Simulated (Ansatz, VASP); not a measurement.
SnPt2Se3 in VASP and in Ansatz

```
Sn Pt Se
1.0
     3.88038    0.00000    0.00000
     0.00000    3.88038    0.00000
     0.00000    0.00000    8.61991
Sn Pt Se
1 2 3
Direct
  0.50000 0.50000 0.00000
  0.50000 0.00000 0.73987
  0.00000 0.50000 0.26013
  0.50000 0.00000 0.38354
  0.00000 0.50000 0.61646
  0.00000 0.00000 0.00000
```

Change from the starting cell: species swapped into the Hf2GaSb3 type (P-4m2, No. 115).

Alike in both runs: task relaxation of cell and atoms; functional PBE; k mesh 4 × 4 × 2; occupations gaussian, width 0.1 eV; no spin polarisation.

|  | VASP | Ansatz |
| --- | --- | --- |
| version | VASP 6.6.1 | Ansatz 0.2.0 |
| potentials or method | VASP PAW PBE potentials, release 64 (Sn_d, Pt, Se), cutoff 600 eV | scalar-relativistic, plane waves, PAW |
| valence electrons in the cell | 52 | 98 |

VASP gave:

- gap on the k mesh at the Fermi level, each at its own relaxed structure (eV): none
- relaxed volume (Å³/atom): 20.53
- relaxed cell length with the largest relative difference (Å): 7.430

Question: Which values does Ansatz return?

Answer: gap on the k mesh at the Fermi level, each at its own relaxed structure (eV): none; relaxed volume (Å³/atom): 20.59; relaxed cell length with the largest relative difference (Å): 7.949.

A gap of «none» marks a metal or a gap that the smearing closes. One of these differences is far larger than is usual between the two programs; its cause wasn't traced. VASP's potentials hold 52 valence electrons a cell and Ansatz's 98, so a difference there can come from the potentials and not from the codes.

The k mesh is coarse, so the values compare programs but aren't converged. Spin-orbit coupling is off throughout.
